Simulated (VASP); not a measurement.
A run of VASP 6.6.1 is set up as follows.

The input INCAR:

```
PREC = Accurate
ENCUT = 520
EDIFF = 1E-7
ISMEAR = -1
SIGMA = 0.02
LREAL = F
LASPH = T
NELM = 80
ALGO = Normal
ISIF = 2
LWAVE = F
LCHARG = F
GGA = PE
NBANDS = 55
```

Contents of KPOINTS:

```
regular mesh
0
Gamma
  7 7 7
```

The input POSCAR:

```
In2O3
1.0
    2.7616694037      1.5944505736      4.8686985053
   -2.7616694037      1.5944505736      4.8686985053
    0.0000000000     -3.1889011472      4.8686985053
In O
4 6
Direct
    0.3575793316      0.3575793316      0.3575793316
    0.1424206684      0.1424206684      0.1424206684
    0.6424206684      0.6424206684      0.6424206684
    0.8575793316      0.8575793316      0.8575793316
    0.5460904953      0.9539095047      0.2500000000
    0.2500000000      0.5460904953      0.9539095047
    0.9539095047      0.2500000000      0.5460904953
    0.4539095047      0.0460904953      0.7500000000
    0.7500000000      0.4539095047      0.0460904953
    0.0460904953      0.7500000000      0.4539095047
```

Potentials or basis: VASP PAW PBE potentials, release 64 (In_d, O).

The run is started by

```console
$ cat potpaw_PBE.64/In_d/POTCAR potpaw_PBE.64/O/POTCAR > POTCAR
$ mpirun -np 1 vasp_std > vasp.out
```

Question: Estimate the band gap on the k mesh.

Answer: 1.15 eV (least direct gap 1.20 eV).

Question: Predict the pressure.

Answer: 5.2 GPa.

Forces on the atoms (eV/Å):
```
In   0.000  0.000 -0.003
In   0.000  0.000  0.003
In   0.000  0.000  0.003
In   0.000  0.000 -0.003
O   -0.003  0.000  0.000
O    0.001 -0.002  0.000
O    0.001  0.002  0.000
O    0.003  0.000  0.000
O   -0.001  0.002  0.000
O   -0.001 -0.002  0.000
```

Caveat: the cell stands under pressure; spin-orbit coupling is left out, which moves the levels of the heavy elements; an odd mesh through Γ misses points on the zone boundary, where band edges can lie.
